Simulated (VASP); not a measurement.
# Li (Pm-3n) in VASP: further runs

The runs below take Li through single point, relaxation of cell and atoms, with PBE.

All numbers are computed with VASP 6.6.1; they aren't measurements. Logs are shortened: lines on timing, memory, paths and dates and some standing lists are left out, and cuts for length are marked.

### Step 1. The cell of the first run

Symmetry: Pm-3n, No. 223, cubic system. Conventional cell: a = 5.453 Å, b = 5.453 Å, c = 5.453 Å, α = 90.00°, β = 90.00°, γ = 90.00°. Within 4.0 Å of Li (site symmetry m-3) lie 12 Li at 3.05 Å. Within 3.6 Å of Li (site symmetry -4m2) lie 14 Li at 2.73 to 3.34 Å.

The cell was built from a structure type or drawn by symmetry, and may not be a known phase.

### Step 2. Single point, PBE

Contents of INCAR:

```
SYSTEM = Li
PREC     = Accurate       ! precision mode
ENCUT    = 520            ! plane-wave cutoff, eV
EDIFF    = 1E-6           ! SCF threshold, eV
ISMEAR   = 0              ! smearing method
SIGMA    = 0.1            ! smearing width, eV
LREAL    = .False.        ! projectors in reciprocal space
LASPH    = .True.         ! aspherical terms in the spheres
NELM     = 80             ! most SCF steps
ALGO     = Normal         ! electronic algorithm
ISIF     = 2              ! what is computed and relaxed
LWAVE    = .False.        ! write WAVECAR
LCHARG   = .True.         ! write CHGCAR
GGA      = PE             ! functional
LELF     = .True.         ! ELF
LVHAR    = .True.       
NBANDS   = 22             ! bands
```

Contents of KPOINTS:

```
regular mesh
0
Gamma
  4 4 4
  0 0 0
```

Contents of POSCAR:

```
Li
1.0
    5.4529986000      0.0000000000      0.0000000000
    0.0000000000      5.4529986000      0.0000000000
    0.0000000000      0.0000000000      5.4529986000
Li
8
Direct
    0.5000000000      0.5000000000      0.5000000000
    0.0000000000      0.0000000000      0.0000000000
    0.2500000000      0.0000000000      0.5000000000
    0.5000000000      0.2500000000      0.0000000000
    0.5000000000      0.7500000000      0.0000000000
    0.7500000000      0.0000000000      0.5000000000
    0.0000000000      0.5000000000      0.7500000000
    0.0000000000      0.5000000000      0.2500000000
```

Potentials or basis: VASP PAW PBE potentials, release 64 (Li_sv).

Launch:

```console
cat potpaw_PBE.64/Li_sv/POTCAR > POTCAR
mpirun -np 1 vasp_std > vasp.out
```

OUTCAR:

```text
SYSTEM = Li
   PREC = Accurate
   ENCUT = 520
   EDIFF = 1E-6
   ISMEAR = 0
   LREAL = .False.
   LASPH = .True.
   NELM = 80
   ISIF = 2
   GGA = PE

 ion  position               nearest neighbor table
   1  0.500  0.500  0.500-
   2  0.000  0.000  0.000-
   3  0.250  0.000  0.500-
   4  0.500  0.250  0.000-
   5  0.500  0.750  0.000-
   6  0.750  0.000  0.500-
   7  0.000  0.500  0.750-
   8  0.000  0.500  0.250-

  LATTYP: Found a simple cubic cell.
 ALAT       =     5.4529986000

  Lattice vectors:

 A1 = (   5.4529986000,   0.0000000000,   0.0000000000)
 A2 = (   0.0000000000,   5.4529986000,   0.0000000000)
 A3 = (   0.0000000000,   0.0000000000,   5.4529986000)

Analysis of symmetry for initial positions (statically):
=====================================================================
 Subroutine PRICEL returns:
 Original cell was already a primitive cell.

 Routine SETGRP: Setting up the symmetry group for a
 simple cubic supercell.

 Subroutine GETGRP returns: Found 48 space group operations
 (whereof 24 operations were pure point group operations)
 out of a pool of 48 trial point group operations.

The static configuration has the point symmetry T_h .
 The point group associated with its full space group is O_h .

Analysis of symmetry for dynamics (positions and initial velocities):
=====================================================================
 Subroutine PRICEL returns:
 Original cell was already a primitive cell.

 Routine SETGRP: Setting up the symmetry group for a
 simple cubic supercell.

 Subroutine GETGRP returns: Found 48 space group operations
 (whereof 24 operations were pure point group operations)
 out of a pool of 48 trial point group operations.

The dynamic configuration has the point symmetry T_h .
 The point group associated with its full space group is O_h .

 Subroutine INISYM returns: Found 48 space group operations
 (whereof 24 operations are pure point group operations),
 and found     1 'primitive' translations

----------------------------------------------------------------------------------------

                                     Primitive cell

  volume of cell :     162.1460

  direct lattice vectors                    reciprocal lattice vectors
     5.452998600  0.000000000  0.000000000     0.183385340  0.000000000  0.000000000
     0.000000000  5.452998600  0.000000000     0.000000000  0.183385340  0.000000000
     0.000000000  0.000000000  5.452998600     0.000000000  0.000000000  0.183385340

  length of vectors
     5.452998600  5.452998600  5.452998600     0.183385340  0.183385340  0.183385340

  position of ions in fractional coordinates (direct lattice)
     0.500000000  0.500000000  0.500000000
     0.000000000  0.000000000  0.000000000
     0.250000000  0.000000000  0.500000000
     0.500000000  0.250000000  0.000000000
     0.500000000  0.750000000  0.000000000
     0.750000000  0.000000000  0.500000000
     0.000000000  0.500000000  0.750000000
     0.000000000  0.500000000  0.250000000

  ion indices of the primitive-cell ions
   primitive index   ion index
                 1           1
                 2           2
                 3           3
                 4           4
                 5           5
                 6           6
                 7           7
                 8           8

----------------------------------------------------------------------------------------

 KPOINTS: regular mesh

Automatic generation of k-mesh.
 Grid dimensions read from file:
 generate k-points for:    4    4    4

 Generating k-lattice:

  Cartesian coordinates                     Fractional coordinates (reciprocal lattice)
     0.045846335  0.000000000  0.000000000     0.250000000  0.000000000  0.000000000
     0.000000000  0.045846335  0.000000000     0.000000000  0.250000000  0.000000000
     0.000000000  0.000000000  0.045846335     0.000000000  0.000000000  0.250000000

  Length of vectors
     0.045846335  0.045846335  0.045846335

  Shift w.r.t. Gamma in fractional coordinates (k-lattice)
     0.000000000  0.000000000  0.000000000

 Subroutine IBZKPT returns following result:
 ===========================================

 Found     10 irreducible k-points:

 Following reciprocal coordinates:
            Coordinates               Weight
  0.000000  0.000000  0.000000      1.000000
  0.250000  0.000000  0.000000      6.000000
  0.500000  0.000000  0.000000      3.000000
  0.250000  0.250000  0.000000     12.000000
  0.500000  0.250000  0.000000     12.000000
  0.500000  0.500000  0.000000      3.000000
  0.250000  0.250000  0.250000      8.000000
  0.500000  0.250000  0.250000     12.000000
  0.500000  0.500000  0.250000      6.000000
  0.500000  0.500000  0.500000      1.000000
   k-points           NKPTS =     10   k-points in BZ     NKDIM =     10   number of bands    NBANDS=     22
   number of dos      NEDOS =    301   number of ions     NIONS =      8
   total plane-waves  NPLWV =  74088
   dimension x,y,z NGX =    42 NGY =   42 NGZ =   42
   dimension x,y,z NGXF=    84 NGYF=   84 NGZF=   84
   ions per type =               8
   NGX,Y,Z   is equivalent  to a cutoff of  12.80, 12.80, 12.80 a.u.
   NGXF,Y,Z  is equivalent  to a cutoff of  25.61, 25.61, 25.61 a.u.
 SYSTEM =  Li
   PREC   = accura    normal or accurate (medium, high low for compatibility)
   ISTART =      0    job   : 0-new  1-cont  2-samecut
   ICHARG =      2    charge: 1-file 2-atom 10-const
   ISPIN  =      1    spin polarized calculation?
   LNONCOLLINEAR =      F non collinear calculations
   LSORBIT =      F    spin-orbit coupling
   LASPH  =      T    aspherical Exc in radial PAW
   ENCUT  =  520.0 eV  38.22 Ry    6.18 a.u.  10.14 10.14 10.14*2*pi/ulx,y,z
   NELM   =     80;   NELMIN=  2; NELMDL= -5     # of ELM steps
   EDIFF  = 0.1E-05   stopping-criterion for ELM
   LREAL  =      F    real-space projection
   EDIFFG = 0.1E-04   stopping-criterion for IOM
   NSW    =      0    number of steps for IOM
   IBRION =     -1    ionic relax: 0-MD 1-quasi-New 2-CG
   NFREE  =      0    steps in history (QN), initial steepest desc. (CG)
   ISIF   =      2    stress and relaxation
   ISYM   =      2    0-nonsym 1-usesym 2-fastsym
   POTIM  = 0.5000    time-step for ionic-motion
   TEBEG  =    0.0;   TEEND  =   0.0 temperature during run
   PSTRESS=    0.0 pullay stress
   NELECT =      24.0000    total number of electrons
   NUPDOWN=      -1.0000    fix difference up-down
   EMIN   =  10.00;   EMAX   =-10.00  energy-range for DOS
   EFERMI =   0.00;   METHOD = LEGACY
   ISMEAR =     0;   SIGMA  =   0.10  broadening in eV -4-tet -1-fermi 0-gaus
   EFERMI_NEDOS =   21; number of points for ismear=-14 and -15
   IALGO  =     38    algorithm
   IMIX   =      4    mixing-type and parameters
     AMIX     =   0.40;   BMIX     =  1.00
     AMIX_MAG =   1.60;   BMIX_MAG =  1.00
  volume/ion in A,a.u.               =      20.27       136.78
  Fermi-wavevector in a.u.,A,eV,Ry     =   0.865984  1.636472 10.203393  0.749928
  Thomas-Fermi vector in A             =   1.984307
   LORBIT       =      0    0 simple, 1 ext, 2 COOP (PROOUT), +10 PAW based schemes
   GGA     = PE    functional components
   LHFCALC =     F    Hartree Fock is set to
   AEXX    =    0.0000 exact exchange contribution
   IVDW    =     0    specifies the selected vdW correction
   LEPSILON=     F    determine dielectric tensor
   LRPA    =     F    only Hartree local field effects (RPA)
 non-spin polarized calculation
 Gauss-broadening in eV      SIGMA  =   0.10
  energy-cutoff  :      520.00
  volume of cell :      162.15
 maximum number of plane-waves:      4416
 NGX is ok and might be reduce to    42
   NGX = 21   NGY = 21   NGZ = 21

 number of electron      23.9999941 magnetization

 Free energy of the ion-electron system (eV)
  ---------------------------------------------------
  ext. energy  EPLUGINS =         0.00000000
  ---------------------------------------------------
  free energy    TOTEN  =       -15.17450911 eV

  energy without entropy =      -15.16438042  energy(sigma->0) =      -15.16944477

 E-fermi :   0.5193     XC(G=0):  -7.0441

 val. band max:        0.3631668428   @ k =   0.5000   0.2500   0.2500
 cond. band min:       0.5778549767   @ k =   0.2500   0.0000   0.0000
 fundamental gap:      0.2146881340
 Fermi energy:         0.5193053318

 k-point     1 :       0.0000    0.0000    0.0000
  band No.  band energies     occupation
      1     -45.9332      2.00000
      2     -45.9204      2.00000
      3     -45.9204      2.00000
      4     -45.9146      2.00000
      5     -45.9083      2.00000
      6     -45.9019      2.00000
[... 14 lines left out ...]
     21       4.9695      0.00000
     22       5.4920      0.00000

 k-point     2 :       0.2500    0.0000    0.0000
  band No.  band energies     occupation
      1     -45.9308      2.00000
      2     -45.9214      2.00000
      3     -45.9184      2.00000
      4     -45.9148      2.00000
      5     -45.9089      2.00000
      6     -45.9043      2.00000
[... 14 lines left out ...]
     21       5.7012      0.00000
     22       5.7012      0.00000

 k-point     3 :       0.5000    0.0000    0.0000
  band No.  band energies     occupation
      1     -45.9256      2.00000
      2     -45.9256      2.00000
      3     -45.9150      2.00000
      4     -45.9150      2.00000
      5     -45.9088      2.00000
      6     -45.9088      2.00000
[... 14 lines left out ...]
     21       5.8990      0.00000
     22       5.8991      0.00000
[... 126 lines left out ...]
 k-point     9 :       0.5000    0.5000    0.2500
  band No.  band energies     occupation
      1     -45.9195      2.00000
      2     -45.9167      2.00000
      3     -45.9167      2.00000
      4     -45.9137      2.00000
      5     -45.9107      2.00000
      6     -45.9101      2.00000
[... 14 lines left out ...]
     21       7.2511      0.00000
     22       7.3421      0.00000

 k-point    10 :       0.5000    0.5000    0.5000
  band No.  band energies     occupation
      1     -45.9146      2.00000
      2     -45.9146      2.00000
      3     -45.9122      2.00000
      4     -45.9122      2.00000
      5     -45.9122      2.00000
      6     -45.9122      2.00000
[... 14 lines left out ...]
     21       7.9158      0.00000
     22       7.9259      0.00000

------------------------ aborting loop because EDIFF is reached ----------------------------------------

  FORCE on cell =-STRESS in cart. coord.  units (eV):
  Direction    XX          YY          ZZ          XY          YZ          ZX
  --------------------------------------------------------------------------------------
  -------------------------------------------------------------------------------------
  Total        0.0024949      0.0024949      0.0024949      0.0000000     -0.0000000     -0.0000000
  in kB        0.0246524      0.0246524      0.0246524      0.0000000     -0.0000000     -0.0000000
  external PRESSURE =       0.0246524 kB  Pullay stress =       0.0000000 kB

 VOLUME and BASIS-vectors are now :
 -----------------------------------------------------------------------------
  energy-cutoff  :      520.00
  volume of cell :      162.15
      direct lattice vectors                 reciprocal lattice vectors
     5.452998600  0.000000000  0.000000000     0.183385340  0.000000000  0.000000000
     0.000000000  5.452998600  0.000000000     0.000000000  0.183385340  0.000000000
     0.000000000  0.000000000  5.452998600     0.000000000  0.000000000  0.183385340

 POSITION                                       TOTAL-FORCE (eV/Angst)
 -----------------------------------------------------------------------------------
      2.72650      2.72650      2.72650        -0.000000      0.000000     -0.000000
      0.00000      0.00000      0.00000        -0.000000      0.000000     -0.000000
      1.36325      0.00000      2.72650         0.000000      0.000000      0.000000
      2.72650      1.36325      0.00000        -0.000000     -0.000000      0.000000
      2.72650      4.08975      0.00000         0.000000      0.000000     -0.000000
      4.08975      0.00000      2.72650        -0.000000     -0.000000     -0.000000
      0.00000      2.72650      4.08975         0.000000      0.000000      0.000000
      0.00000      2.72650      1.36325         0.000000     -0.000000     -0.000000
 -----------------------------------------------------------------------------------
    total drift:                                0.000000     -0.000000     -0.000000

  FREE ENERGIE OF THE ION-ELECTRON SYSTEM (eV)
  ---------------------------------------------------
  free  energy   TOTEN  =       -15.1745091116 eV

  energy  without entropy=      -15.1643804240  energy(sigma->0) =      -15.16944477
```

It took 15 s on 1 thread of Intel Xeon 6975P-C (Granite Rapids), shared host; peak memory 0.25 GiB.

What came out:

```yaml
Free_energy: -15.1745 eV
Band_gap_on_the_k_mesh: zero (bands 12 and 13 overlap by 1.12 eV)
```

Levels at points of the mesh, in eV from the Fermi level:
| k point | band 9 | band 10 | band 11 | band 12 | band 13 | band 14 | band 15 | band 16 |
| --- | --- | --- | --- | --- | --- | --- | --- | --- |
| (0.00, 0.00, 0.00) | -3.45 | -0.19 | -0.19 | -0.19 | 0.71 | 0.71 | 0.96 | 3.74 |
| (0.50, 0.00, 0.00) | -2.52 | -2.52 | 0.51 | 0.51 | 0.95 | 0.95 | 1.47 | 1.47 |
| (0.50, 0.50, 0.00) | -1.57 | -1.56 | -1.56 | -1.56 | 1.16 | 1.60 | 1.60 | 1.92 |
| (0.50, 0.50, 0.50) | -0.61 | -0.61 | -0.61 | -0.61 | -0.61 | -0.61 | -0.57 | -0.57 |

Caveat: the cutoff is under 1.25 times the usual one of these potentials, so pressure, stress and relaxed cells hold a basis-set (Pulay) error.

### Step 3. Single point, PBE

Contents of INCAR:

```
SYSTEM = Li
ALGO = Normal
EDIFF = 1E-7
ENCUT = 520
GGA = PE
ISIF = 2
ISMEAR = 0
LASPH = .True.
LCHARG = .False.
LREAL = .False.
LWAVE = .False.
NBANDS = 22
NELM = 80
PREC = Accurate
SIGMA = 0.1
```

Contents of KPOINTS:

```
k-points
0
Gamma
  8 8 8
  0 0 0
```

POSCAR is that of step 2.

Potentials or basis: VASP PAW PBE potentials, release 64 (Li_sv).

Launch:

```console
cat potpaw_PBE.64/Li_sv/POTCAR > POTCAR
mpirun -np 1 vasp_std > vasp.out
```

Run time: 51 s. Hardware: 1 thread of Intel Xeon 6975P-C (Granite Rapids), shared host; peak memory 0.27 GiB.

The run converged. Its results:

```
Free energy            : -15.1247 eV
Band gap on the k mesh : zero (bands 12 and 13 overlap by 1.12 eV)
```

Levels at points of the mesh, in eV from the Fermi level:
```csv
k point,band 10,band 11,band 12,band 13,band 14,band 15
"(0.00, 0.00, 0.00)",-0.30,-0.30,-0.30,0.60,0.60,0.86
"(0.50, 0.00, 0.00)",-2.63,0.40,0.40,0.84,0.84,1.36
"(0.50, 0.50, 0.00)",-1.67,-1.67,-1.67,1.05,1.49,1.49
"(0.50, 0.50, 0.50)",-0.72,-0.72,-0.72,-0.72,-0.72,-0.68
```

Caveat: the cutoff is under 1.25 times the usual one of these potentials, so pressure, stress and relaxed cells hold a basis-set (Pulay) error.

(Part 1 of 2 ends here.)
